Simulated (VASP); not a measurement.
Input of a VASP 6.6.1 run:

INCAR

```
SYSTEM = Ag12CO
PREC = Accurate
ENCUT = 520
EDIFF = 1E-6
ISMEAR = 0
SIGMA = 0.1
LREAL = .FALSE.
LASPH = .TRUE.
NELM = 120
ALGO = Normal
ISIF = 2
LWAVE = .FALSE.
LCHARG = .FALSE.
LDIPOL = .TRUE.
IDIPOL = 3
DIPOL = 0.5 0.5 0.463
GGA = PE
IVDW = 12
NBANDS = 84
GGA_COMPAT = .FALSE.
NELMDL = -8
```

KPOINTS

```
regular mesh
0
G
  6 6 1
  0 0 0
```

The input POSCAR:

```
Ag12CO
1.0
    5.7606628201      0.0000000000      0.0000000000
   -2.8803314101      4.9888803449      0.0000000000
    0.0000000000      0.0000000000     24.8535614965
Ag C O
12 1 1
Direct
    0.3333333333      0.1666666667      0.3420032981
    0.3333333333      0.6666666667      0.3420032981
    0.8333333333      0.1666666667      0.3420032981
    0.8333333333      0.6666666667      0.3420032981
    0.6665263170      0.3332631585      0.4373681584
    0.6666666667      0.8333333333      0.4354151731
    0.1667368415      0.3332631585      0.4373681584
    0.1667368415      0.8334736830      0.4373681584
    0.0000000000      0.5000000000      0.5312380744
    0.0065247377      0.0032623688      0.5321670137
    0.4967376312      0.4934752623      0.5321670137
    0.4967376312      0.0032623688      0.5321670137
    0.6666666667      0.8333333333      0.5947882801
    0.6666666667      0.8333333333      0.6415820832
```

Potentials or basis: VASP PAW PBE potentials, release 64 (Ag, C, O).

Launch:

```sh
$ cat potpaw_PBE.64/Ag/POTCAR potpaw_PBE.64/C/POTCAR potpaw_PBE.64/O/POTCAR > POTCAR
$ mpirun -np 1 vasp_std > vasp.out
```

Problem. Predict the band gap on the k mesh.

Solution. Zero (bands 71 and 72 overlap by 0.33 eV).

Problem. Predict the dispersion energy per atom.

Solution. -0.369 eV.

Problem. What does it give for the largest force?

Solution. 0.786 eV/Å.

Forces on the atoms (eV/Å):
```
Ag   0.000  0.000  0.003
Ag   0.020  0.011  0.006
Ag   0.000 -0.023  0.006
Ag  -0.020  0.011  0.006
Ag  -0.001  0.000  0.003
Ag   0.000  0.000 -0.002
Ag   0.001  0.000  0.003
Ag   0.000  0.001  0.003
Ag   0.000  0.000 -0.007
Ag  -0.005 -0.003  0.002
Ag   0.000  0.005  0.002
Ag   0.005 -0.003  0.002
C    0.000  0.000 -0.786
O    0.000  0.000  0.760
```
